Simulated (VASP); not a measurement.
# C (C2/m) in VASP: a series of runs, part 2 of 2

VASP 6.6.1. Earlier steps stand in the parts before.

## 4. Single point, PBE

This run uses another cell than the first one, of the same volume but with other edges.

File INCAR:

```
SYSTEM = C
PREC = Accurate
ENCUT = 520
EDIFF = 1E-6
ISMEAR = 0
SIGMA = 0.05
LREAL = .FALSE.
LASPH = .TRUE.
NELM = 60
ALGO = Normal
ISIF = 2
LWAVE = .FALSE.
LCHARG = .FALSE.
GGA = PE
NBANDS = 36
```

File KPOINTS:

```
regular mesh
0
G
  10 10 2
  0 0 0
```

File POSCAR:

```
C
1.0
    1.7857375322     -1.7857375322      0.0000000000
    1.7857375322      0.0000000000     -1.7857375322
   10.4169213203      5.5059645330      5.5059645330
C
12
Direct
    0.4183631933      0.4183631933      0.2708666667
   -0.0955201400     -0.0955201400      0.1042000000
   -0.0677534733     -0.0677534733      0.4375333333
   -0.0399868067     -0.0399868067      0.7708666667
    0.4461298600      0.4461298600      0.6042000000
   -0.5261034733     -0.5261034733      0.9375333333
    0.3037756933      0.3037756933      0.3958666667
    0.7898923600      0.7898923600      0.2292000000
   -0.1823409733     -0.1823409733      0.5625333333
   -0.1545743067     -0.1545743067      0.8958666667
   -0.6684576400     -0.6684576400      0.7292000000
    0.2760090267      0.2760090267      0.0625333333
```

Potentials or basis: VASP PAW PBE potentials, release 64 (C).

On the command line:

```
$ cat potpaw_PBE.64/C/POTCAR > POTCAR
$ mpirun -np 1 vasp_std > vasp.out
```

OUTCAR:

```text
SYSTEM = C
   PREC = Accurate
   ENCUT = 520
   EDIFF = 1E-6
   ISMEAR = 0
   LREAL = .FALSE.
   LASPH = .TRUE.
   NELM = 60
   ISIF = 2
   GGA = PE

 ion  position               nearest neighbor table
   1  0.418  0.418  0.271-   7 1.55   8 1.55   8 1.55   8 1.55
   2  0.904  0.904  0.104-   8 1.55  12 1.55  12 1.55  12 1.55
   3  0.932  0.932  0.438-   7 1.55   7 1.55   7 1.55   9 1.55
   4  0.960  0.960  0.771-  10 1.55  11 1.55  11 1.55  11 1.55
   5  0.446  0.446  0.604-  11 1.55   9 1.55   9 1.55   9 1.55
   6  0.474  0.474  0.938-  10 1.55  10 1.55  10 1.55  12 1.59
   7  0.304  0.304  0.396-   3 1.55   3 1.55   3 1.55   1 1.55
   8  0.790  0.790  0.229-   2 1.55   1 1.55   1 1.55   1 1.55
   9  0.818  0.818  0.563-   3 1.55   5 1.55   5 1.55   5 1.55
  10  0.845  0.845  0.896-   6 1.55   6 1.55   6 1.55   4 1.55
  11  0.332  0.332  0.729-   5 1.55   4 1.55   4 1.55   4 1.55
  12  0.276  0.276  0.063-   2 1.55   2 1.55   2 1.55   6 1.59

  LATTYP: Found a base centered monoclinic cell.
 ALAT       =     4.3741457684
 B/A-ratio  =     0.5773502692
 C/A-ratio  =     2.8296534929
 COS(beta)  =    -0.0294382334

  Lattice vectors:

 A1 = (   1.7857375322,  -1.7857375322,   0.0000000000)
 A2 = (   1.7857375322,   0.0000000000,  -1.7857375322)
 A3 = (   6.8454462559,   7.2917020652,   7.2917020652)

Analysis of symmetry for initial positions (statically):
=====================================================================
 Subroutine PRICEL returns:
 Original cell was already a primitive cell.

 Routine SETGRP: Setting up the symmetry group for a
 base centered monoclinic supercell.

 Subroutine GETGRP returns: Found  4 space group operations
 (whereof  2 operations were pure point group operations)
 out of a pool of  4 trial point group operations.

The static configuration has the point symmetry C_1h.
 The point group associated with its full space group is C_2h.

Analysis of symmetry for dynamics (positions and initial velocities):
=====================================================================
 Subroutine PRICEL returns:
 Original cell was already a primitive cell.

 Routine SETGRP: Setting up the symmetry group for a
 base centered monoclinic supercell.

 Subroutine GETGRP returns: Found  4 space group operations
 (whereof  2 operations were pure point group operations)
 out of a pool of  4 trial point group operations.

The dynamic configuration has the point symmetry C_1h.
 The point group associated with its full space group is C_2h.

 Subroutine INISYM returns: Found  4 space group operations
 (whereof  2 operations are pure point group operations),
 and found     1 'primitive' translations

----------------------------------------------------------------------------------------

                                     Primitive cell

  volume of cell :      68.3336

  direct lattice vectors                    reciprocal lattice vectors
     1.785737532 -1.785737532  0.000000000     0.143885460 -0.416107250  0.143885460
[... 64 lines left out ...]
  0.100000  0.000000  0.000000      4.000000
  0.200000  0.000000  0.000000      4.000000
  0.300000  0.000000 -0.000000      4.000000
  0.400000  0.000000  0.000000      4.000000
  0.500000  0.000000  0.000000      2.000000
[... 16 lines left out ...]
  0.300000  0.300000  0.000000      2.000000
  0.400000  0.300000  0.000000      4.000000
 [... further k-points ...]
   k-points           NKPTS =     62   k-points in BZ     NKDIM =     62   number of bands    NBANDS=     36
   number of dos      NEDOS =    301   number of ions     NIONS =     12
   total plane-waves  NPLWV =  39200
   dimension x,y,z NGX =    20 NGY =   20 NGZ =   98
   dimension x,y,z NGXF=    40 NGYF=   40 NGZF=  196
   ions per type =              12
   NGX,Y,Z   is equivalent  to a cutoff of  13.17, 13.17, 12.53 a.u.
   NGXF,Y,Z  is equivalent  to a cutoff of  26.33, 26.33, 25.05 a.u.
 SYSTEM =  C
   PREC   = accura    normal or accurate (medium, high low for compatibility)
   ISTART =      0    job   : 0-new  1-cont  2-samecut
   ICHARG =      2    charge: 1-file 2-atom 10-const
   ISPIN  =      1    spin polarized calculation?
   LNONCOLLINEAR =      F non collinear calculations
   LSORBIT =      F    spin-orbit coupling
   LASPH  =      T    aspherical Exc in radial PAW
   ENCUT  =  520.0 eV  38.22 Ry    6.18 a.u.   4.70  4.70 24.18*2*pi/ulx,y,z
   NELM   =     60;   NELMIN=  2; NELMDL= -5     # of ELM steps
   EDIFF  = 0.1E-05   stopping-criterion for ELM
   LREAL  =      F    real-space projection
   EDIFFG = 0.1E-04   stopping-criterion for IOM
   NSW    =      0    number of steps for IOM
   IBRION =     -1    ionic relax: 0-MD 1-quasi-New 2-CG
   NFREE  =      0    steps in history (QN), initial steepest desc. (CG)
   ISIF   =      2    stress and relaxation
   ISYM   =      2    0-nonsym 1-usesym 2-fastsym
   POTIM  = 0.5000    time-step for ionic-motion
   TEBEG  =    0.0;   TEEND  =   0.0 temperature during run
   PSTRESS=    0.0 pullay stress
   NELECT =      48.0000    total number of electrons
   NUPDOWN=      -1.0000    fix difference up-down
   EMIN   =  10.00;   EMAX   =-10.00  energy-range for DOS
   EFERMI =   0.00;   METHOD = LEGACY
   ISMEAR =     0;   SIGMA  =   0.05  broadening in eV -4-tet -1-fermi 0-gaus
   EFERMI_NEDOS =   21; number of points for ismear=-14 and -15
   IALGO  =     38    algorithm
   IMIX   =      4    mixing-type and parameters
     AMIX     =   0.40;   BMIX     =  1.00
     AMIX_MAG =   1.60;   BMIX_MAG =  1.00
  volume/ion in A,a.u.               =       5.69        38.43
  Fermi-wavevector in a.u.,A,eV,Ry     =   1.455271  2.750063 28.814604  2.117814
  Thomas-Fermi vector in A             =   2.572325
   LORBIT       =      0    0 simple, 1 ext, 2 COOP (PROOUT), +10 PAW based schemes
   GGA     = PE    functional components
   LHFCALC =     F    Hartree Fock is set to
   AEXX    =    0.0000 exact exchange contribution
   IVDW    =     0    specifies the selected vdW correction
   LEPSILON=     F    determine dielectric tensor
   LRPA    =     F    only Hartree local field effects (RPA)
 non-spin polarized calculation
 Gauss-broadening in eV      SIGMA  =   0.05
  energy-cutoff  :      520.00
  volume of cell :       68.33
 maximum number of plane-waves:      1869
   NGX =  9   NGY =  9   NGZ = 49

 number of electron      48.0000000 magnetization

 Free energy of the ion-electron system (eV)
  ---------------------------------------------------
  ext. energy  EPLUGINS =         0.00000000
  ---------------------------------------------------
  free energy    TOTEN  =      -108.59187098 eV

  energy without entropy =     -108.59187098  energy(sigma->0) =     -108.59187098

 E-fermi :  10.1684     XC(G=0): -13.2384

 val. band max:        9.9094989438   @ k =   0.0000   0.0000   0.0000
 cond. band min:      13.1195498205   @ k =   0.4000   0.4000   0.5000
 fundamental gap:      3.2100508767
 Fermi energy:        10.1683717930

 k-point     1 :       0.0000    0.0000    0.0000
  band No.  band energies     occupation
      1     -11.7458      2.00000
      2     -10.9823      2.00000
      3     -10.9782      2.00000
      4      -8.7471      2.00000
      5      -8.7258      2.00000
      6      -6.0001      2.00000
[... 925 lines left out ...]
     35      19.0899      0.00000
     36      19.7072      0.00000

 [... further k-points ...]
[... 5 lines left out ...]
  --------------------------------------------------------------------------------------
  -------------------------------------------------------------------------------------
  Total        4.8576746     -1.9994090     -1.9994090      1.8670895     -2.8757254      1.8670896
  in kB      113.8950567    -46.8789738    -46.8789738     43.7765557    -67.4254536     43.7765589
  external PRESSURE =       6.7123697 kB  Pullay stress =       0.0000000 kB

 VOLUME and BASIS-vectors are now :
 -----------------------------------------------------------------------------
  energy-cutoff  :      520.00
  volume of cell :       68.33
      direct lattice vectors                 reciprocal lattice vectors
     1.785737532 -1.785737532  0.000000000     0.143885460 -0.416107250  0.143885460
     1.785737532  0.000000000 -1.785737532     0.143885460  0.143885460 -0.416107250
    10.416921320  5.505964533  5.505964533     0.046666059  0.046666059  0.046666059

 POSITION                                       TOTAL-FORCE (eV/Angst)
 -----------------------------------------------------------------------------------
      4.31577      0.74430      0.74430        -0.009890      0.003276      0.003276
      4.31577     -1.04144     -1.04144        -0.067901      0.114654      0.114654
      7.88725      0.74430      0.74430        -0.003629      0.001166      0.001166
     11.45872      2.53003      2.53003        -0.245207      0.081485      0.081485
      7.88725      2.53003      2.53003        -0.023951      0.009317      0.009317
     11.45872      4.31577      4.31577        -2.177496      1.070001      1.070001
      5.20864      1.63716      1.63716         0.023951     -0.009317     -0.009317
      5.20864     -0.14857     -0.14857         0.245207     -0.081485     -0.081485
      8.78011      1.63716      1.63716         0.003629     -0.001166     -0.001166
     12.35159      3.42290      3.42290         0.067901     -0.114654     -0.114654
      8.78011      3.42290      3.42290         0.009890     -0.003276     -0.003276
      1.63716     -0.14857     -0.14857         2.177496     -1.070001     -1.070001
 -----------------------------------------------------------------------------------
    total drift:                                0.000000      0.000001      0.000001

  FREE ENERGIE OF THE ION-ELECTRON SYSTEM (eV)
  ---------------------------------------------------
  free  energy   TOTEN  =      -108.5918709765 eV

  energy  without entropy=     -108.5918709765  energy(sigma->0) =     -108.59187098
```

It took 2.1 min on 1 thread of Intel Xeon Platinum 8488C (Sapphire Rapids), shared host; peak memory 0.23 GiB.

What came out:

```
Free energy            : -108.5919 eV
Pressure               : 0.7 GPa
Largest force          : 2.652 eV/Å
Band gap on the k mesh : 3.21 eV, indirect (least direct gap 5.13 eV)
```

Forces on the atoms (eV/Å):
```
C   -0.010  0.003  0.003
C   -0.068  0.115  0.115
C   -0.004  0.001  0.001
C   -0.245  0.081  0.081
C   -0.024  0.009  0.009
C   -2.177  1.070  1.070
C    0.024 -0.009 -0.009
C    0.245 -0.081 -0.081
C    0.004 -0.001 -0.001
C    0.068 -0.115 -0.115
C    0.010 -0.003 -0.003
C    2.177 -1.070 -1.070
```

Caveat: forces of over 1 eV/Å act on the atoms, so gaps and moduli don't describe the material at rest. PBE gaps usually lie below the measured ones, often by a third to a half.

## 5. Overview

| cell | gap on the mesh (eV) | pressure (GPa) | largest force (eV/Å) |
| --- | --- | --- | --- |
| a = 2.525, b = 2.525, c = 12.377 Å, angles 88.5, 88.5, 60.0°, 12 atoms | 3.58 | 0.7 | 2.61 |
| a = 2.525, b = 2.525, c = 12.420 Å, angles 85.6, 85.6, 60.0°, 12 atoms | 0.73 | 5.2 | 5.95 |
| a = 2.525, b = 2.525, c = 13.006 Å, angles 74.5, 74.5, 60.0°, 12 atoms | 3.21 | 0.7 | 2.65 |

Alike in all rows: task single point; level PBE; potentials or basis VASP PAW PBE potentials, release 64 (C); no spin polarisation; k mesh 10 × 10 × 2; cutoff (eV) 520; smearing gaussian 0.05 eV.

Caveats: forces of over 1 eV/Å act on the atoms, so gaps and moduli don't describe the material at rest.

Total energies depend on the potentials used, so only differences within one code and one set of settings carry meaning.
